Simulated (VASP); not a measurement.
# C in VASP: notebook

C is run at these levels: PBE+D3(BJ); tasks: single point.

Everything below comes from runs of VASP 6.6.1. Logs are shortened: lines on timing, memory, paths and dates and some standing lists are left out, and cuts for length are marked.

### 1 The cell of the first run

The cell holds a disordered packing, 22 atoms: a = 5.918 Å, b = 5.853 Å, c = 6.064 Å, α = 93.73°, β = 95.01°, γ = 87.42°.

### 2 Single point, PBE+D3(BJ)

Contents of INCAR:

```
SYSTEM = C
PREC = Accurate
ENCUT = 520
EDIFF = 1E-6
ISMEAR = -1
SIGMA = 0.4188
LREAL = Auto
LASPH = .TRUE.
NELM = 120
ALGO = Normal
ISIF = 2
LWAVE = .FALSE.
LCHARG = .FALSE.
GGA = PE
IVDW = 12
ISYM = -1
NBANDS = 61
GGA_COMPAT = .FALSE.
```

Contents of KPOINTS:

```
explicit points
1
Reciprocal
  0.25000000   0.25000000   0.25000000 1
```

Contents of POSCAR:

```
C
1.0
    5.9111080000      0.1283830000     -0.2596240000
    0.1283830000      5.8482670000     -0.1913210000
   -0.2596240000     -0.1913210000      6.0554800000
C
22
Direct
    0.6822818934      0.4512344295      0.1860528606
   -0.3143421461      0.7037353651      0.4088423359
    0.3290394374      0.6519956743     -0.0856630689
    0.4105079685      0.0059844270      0.8467485100
    0.5492982663      0.3016451518      0.1961046961
    1.2675596977      0.0208905101      0.3222092571
    1.0473718205      0.3761411553      0.4907022339
    0.1279510129      0.8064471689      0.6138275467
   -0.0941633204      0.6815114096      0.4372166016
    0.1711645182      0.1673794141      0.5137915762
    0.4646106035      0.2230015306     -0.0593317228
    0.0245190557      0.7450052675      0.0393869500
    0.7375429370      0.6745269095      0.9558043310
    0.2971219454      0.6438429679      0.6892290402
   -0.0046691405      0.4955099797      0.8280022796
   -0.1716623725      0.4489849372     -0.0164422019
    0.1555124526      0.8944644437      0.1840312571
    1.2412167913      0.9928933312      0.6708591248
    0.5718487758      0.8525347088     -0.0459632499
    0.7093379890     -0.0368747837      0.4922478888
    0.5907943577      0.1492409295      0.3796538537
    0.2558642945      0.4279559221     -0.1104106584
```

Potentials or basis: VASP PAW PBE potentials, release 64 (C).

Command:

```
cat potpaw_PBE.64/C/POTCAR > POTCAR
mpirun -np 1 vasp_std > vasp.out
```

OUTCAR:

```text
SYSTEM = C
   PREC = Accurate
   ENCUT = 520
   EDIFF = 1E-6
   ISMEAR = -1
   LREAL = Auto
   LASPH = .TRUE.
   NELM = 120
   ISIF = 2
   GGA = PE
   IVDW = 12
   ISYM = -1
 IVDW          = 12

 ion  position               nearest neighbor table
   1  0.682  0.451  0.186-   5 1.21  16 1.56   2 1.94  13 2.03
   2  0.686  0.704  0.409-   9 1.30  20 1.58   1 1.94
   3  0.329  0.652  0.914-  14 1.36  22 1.39  19 1.89  12 2.05
   4  0.411  0.006  0.847-  11 1.40  18 1.40  19 1.43
   5  0.549  0.302  0.196-   1 1.21  21 1.47  11 1.63
   6  0.268  0.021  0.322-  17 1.25  10 1.53
   7  0.047  0.376  0.491-  10 1.40   9 1.97
   8  0.128  0.806  0.614-  18 1.32  14 1.42   9 1.77
   9  0.906  0.682  0.437-   2 1.30   8 1.77   7 1.97  20 2.00
  10  0.171  0.167  0.514-   7 1.40  18 1.46   6 1.53
  11  0.465  0.223  0.941-   4 1.40   5 1.63  22 1.71
  12  0.025  0.745  0.039-  17 1.41  13 1.79  15 1.88   3 2.05
  13  0.738  0.675  0.956-  19 1.40  16 1.42  12 1.79  15 2.00   1 2.03
  14  0.297  0.644  0.689-   3 1.36   8 1.42  22 1.85  18 2.06
  15  0.995  0.496  0.828-  16 1.47  22 1.59  12 1.88  13 2.00
  16  0.828  0.449  0.984-  13 1.42  15 1.47   1 1.56
  17  0.156  0.894  0.184-   6 1.25  12 1.41
  18  0.241  0.993  0.671-   8 1.32   4 1.40  10 1.46  14 2.06
  19  0.572  0.853  0.954-  13 1.40   4 1.43   3 1.89
  20  0.709  0.963  0.492-  21 1.45   2 1.58   9 2.00
  21  0.591  0.149  0.380-  20 1.45   5 1.47
  22  0.256  0.428  0.890-   3 1.39  15 1.59  11 1.71  14 1.85

IMPORTANT INFORMATION: All symmetrisations will be switched off!
NOSYMM: (Re-)initialisation of all symmetry stuff for point group C_1.

----------------------------------------------------------------------------------------

                                     Primitive cell

  volume of cell :     208.6387

  direct lattice vectors                    reciprocal lattice vectors
     5.911108000  0.128383000 -0.259624000     0.169563242 -0.003488083  0.007159687
     0.128383000  5.848267000 -0.191321000    -0.003488083  0.171239496  0.005260710
    -0.259624000 -0.191321000  6.055480000     0.007159687  0.005260710  0.165612852

  length of vectors
     5.918199439  5.852803843  6.064061871     0.169750172  0.171355790  0.165850996

  position of ions in fractional coordinates (direct lattice)
     0.682281893  0.451234429  0.186052861
     0.685657854  0.703735365  0.408842336
     0.329039437  0.651995674  0.914336931
     0.410507968  0.005984427  0.846748510
     0.549298266  0.301645152  0.196104696
     0.267559698  0.020890510  0.322209257
[... 14 lines left out ...]
     0.590794358  0.149240930  0.379653854
     0.255864295  0.427955922  0.889589342

  ion indices of the primitive-cell ions
   primitive index   ion index
                 1           1
                 2           2
                 3           3
                 4           4
                 5           5
                 6           6
[... 14 lines left out ...]
                21          21
                22          22

----------------------------------------------------------------------------------------

 KPOINTS: explicit points

Read explicit list of k-points.

 Found      1 k-points:

 Following reciprocal coordinates:
            Coordinates               Weight
  0.250000  0.250000  0.250000      1.000000
   k-points           NKPTS =      1   k-points in BZ     NKDIM =      1   number of bands    NBANDS=     61
   number of dos      NEDOS =    301   number of ions     NIONS =     22
   total plane-waves  NPLWV = 110592
   dimension x,y,z NGX =    48 NGY =   48 NGZ =   48
   dimension x,y,z NGXF=    96 NGYF=   96 NGZF=   96
   ions per type =              22
   NGX,Y,Z   is equivalent  to a cutoff of  13.48, 13.63, 13.16 a.u.
   NGXF,Y,Z  is equivalent  to a cutoff of  26.97, 27.27, 26.32 a.u.
 SYSTEM =  C
   PREC   = accura    normal or accurate (medium, high low for compatibility)
   ISTART =      0    job   : 0-new  1-cont  2-samecut
   ICHARG =      2    charge: 1-file 2-atom 10-const
   ISPIN  =      1    spin polarized calculation?
   LNONCOLLINEAR =      F non collinear calculations
   LSORBIT =      F    spin-orbit coupling
   LASPH  =      T    aspherical Exc in radial PAW
   ENCUT  =  520.0 eV  38.22 Ry    6.18 a.u.  11.00 10.88 11.28*2*pi/ulx,y,z
   NELM   =    120;   NELMIN=  2; NELMDL= -5     # of ELM steps
   EDIFF  = 0.1E-05   stopping-criterion for ELM
   LREAL  =      T    real-space projection
   EDIFFG = 0.1E-04   stopping-criterion for IOM
   NSW    =      0    number of steps for IOM
   IBRION =     -1    ionic relax: 0-MD 1-quasi-New 2-CG
   NFREE  =      0    steps in history (QN), initial steepest desc. (CG)
   ISIF   =      2    stress and relaxation
   ISYM   =     -1    0-nonsym 1-usesym 2-fastsym
   POTIM  = 0.5000    time-step for ionic-motion
   TEBEG  =    0.0;   TEEND  =   0.0 temperature during run
   PSTRESS=    0.0 pullay stress
   NELECT =      88.0000    total number of electrons
   NUPDOWN=      -1.0000    fix difference up-down
   EMIN   =  10.00;   EMAX   =-10.00  energy-range for DOS
   EFERMI =   0.00;   METHOD = LEGACY
   ISMEAR =    -1;   SIGMA  =   0.42  broadening in eV -4-tet -1-fermi 0-gaus
   EFERMI_NEDOS =   21; number of points for ismear=-14 and -15
   IALGO  =     38    algorithm
   IMIX   =      4    mixing-type and parameters
     AMIX     =   0.40;   BMIX     =  1.00
     AMIX_MAG =   1.60;   BMIX_MAG =  1.00
  volume/ion in A,a.u.               =       9.48        64.00
  Fermi-wavevector in a.u.,A,eV,Ry     =   1.227733  2.320080 20.508461  1.507329
  Thomas-Fermi vector in A             =   2.362686
   LORBIT       =      0    0 simple, 1 ext, 2 COOP (PROOUT), +10 PAW based schemes
   GGA     = PE    functional components
   LHFCALC =     F    Hartree Fock is set to
   AEXX    =    0.0000 exact exchange contribution
   IVDW    =    12    specifies the selected vdW correction
   LEPSILON=     F    determine dielectric tensor
   LRPA    =     F    only Hartree local field effects (RPA)
 non-spin polarized calculation
  energy-cutoff  :      520.00
  volume of cell :      208.64
 maximum number of plane-waves:      5622
 NGX is ok and might be reduce to    48
   NGX = 21   NGY = 21   NGZ = 23

 number of electron      87.9999999 magnetization

 Free energy of the ion-electron system (eV)
  ---------------------------------------------------
  ext. energy  EPLUGINS =         0.00000000
  ---------------------------------------------------
  free energy    TOTEN  =      -157.18643734 eV

  energy without entropy =     -153.84123085  energy(sigma->0) =     -155.51383410

 E-fermi :   3.9982     XC(G=0): -10.2538

 val. band max:        3.8168472923   @ k =   0.2500   0.2500   0.2500
 cond. band min:       4.1657514875   @ k =   0.2500   0.2500   0.2500
 fundamental gap:      0.3489041952
 Fermi energy:         3.9982113499

 k-point     1 :       0.2500    0.2500    0.2500
  band No.  band energies     occupation
      1     -15.8776      2.00000
      2     -14.7856      2.00000
      3     -13.9536      2.00000
      4     -13.2627      2.00000
      5     -12.5842      2.00000
      6     -12.1714      2.00000
[... 48 lines left out ...]
     55       7.5666      0.00040
     56       7.7860      0.00024
 [bands above 56 left out]

------------------------ aborting loop because EDIFF is reached ----------------------------------------

 Edisp (eV)   -3.14573

 E8    (eV) :    -0.9022

  FORCE on cell =-STRESS in cart. coord.  units (eV):
  Direction    XX          YY          ZZ          XY          YZ          ZX
  --------------------------------------------------------------------------------------
  -------------------------------------------------------------------------------------
  Total       0.03261    11.07006    -5.71619    21.26789    -8.71209    -9.74242
  in kB       0.25039    85.00912   -43.89577   163.32026   -66.90182   -74.81396
  external pressure =       13.79 kB  Pullay stress =        0.00 kB

 VOLUME and BASIS-vectors are now :
 -----------------------------------------------------------------------------
  energy-cutoff  :      520.00
  volume of cell :      208.64
      direct lattice vectors                 reciprocal lattice vectors
     5.911108000  0.128383000 -0.259624000     0.169563242 -0.003488083  0.007159687
     0.128383000  5.848267000 -0.191321000    -0.003488083  0.171239496  0.005260710
    -0.259624000 -0.191321000  6.055480000     0.007159687  0.005260710  0.165612852

 POSITION                                       TOTAL-FORCE (eV/Angst)
 -----------------------------------------------------------------------------------
      4.04267      2.69094      0.86317         8.751811      7.693121     -1.031363
      4.03720      4.12544      2.16308        -0.061677      1.516391     -0.179777
      1.79131      3.68036      5.32658         2.504150      0.651815      0.942586
      2.20749     -0.07430      5.01975         4.090553      3.741608      2.021771
      3.23477      1.79710      0.98719        -5.982005    -10.596703      0.520131
      1.50060      0.09488      1.87767         1.215308      4.203891      2.468783
[... 14 lines left out ...]
      3.41284      0.87601      2.11705        -0.805922     -3.463803     -0.255669
      1.33643      2.36545      5.23858         1.449406     -2.456015     -0.370021
 -----------------------------------------------------------------------------------
    total drift:                               -0.014744      0.025663      0.012838

  FREE ENERGIE OF THE ION-ELECTRON SYSTEM (eV)
  ---------------------------------------------------
  free  energy   TOTEN  =      -160.3321670819 eV

  energy  without entropy=     -156.9869605961  energy(sigma->0) =     -158.65956384
```

It took 21 s on 1 thread of Intel Xeon 6975P-C (Granite Rapids), shared host; peak memory 0.3 GiB.

What came out:

```
Free energy                : -160.3322 eV
Pressure                   : 1.4 GPa
Largest force              : 12.180 eV/Å
Dispersion energy per atom : -0.143 eV
```

Forces in eV/Å, atoms in the order of the input:
```
C     8.752   7.693  -1.031
C    -0.062   1.516  -0.180
C     2.504   0.652   0.943
C     4.091   3.742   2.022
C    -5.982 -10.597   0.520
C     1.215   4.204   2.469
C    -0.033  -0.293   1.988
C    -2.713  -6.248  -2.453
C     7.268  -1.217   3.454
C    -0.627   2.154  -2.283
C    -4.260   3.104   1.598
C    -1.234   2.243   0.189
C     0.164   6.920   0.545
C    -0.729  -1.654  -0.822
C     3.063  -3.836   1.812
C    -3.378   1.006   1.125
C    -3.367  -4.220  -4.738
C    -1.440   4.029  -0.079
C    -0.358  -5.547  -0.591
C    -3.518   2.269  -3.862
C    -0.806  -3.464  -0.256
C     1.449  -2.456  -0.370
```

Caveat: the atoms stand as in a frame of molecular dynamics.

(Continued in part 2 of 2.)
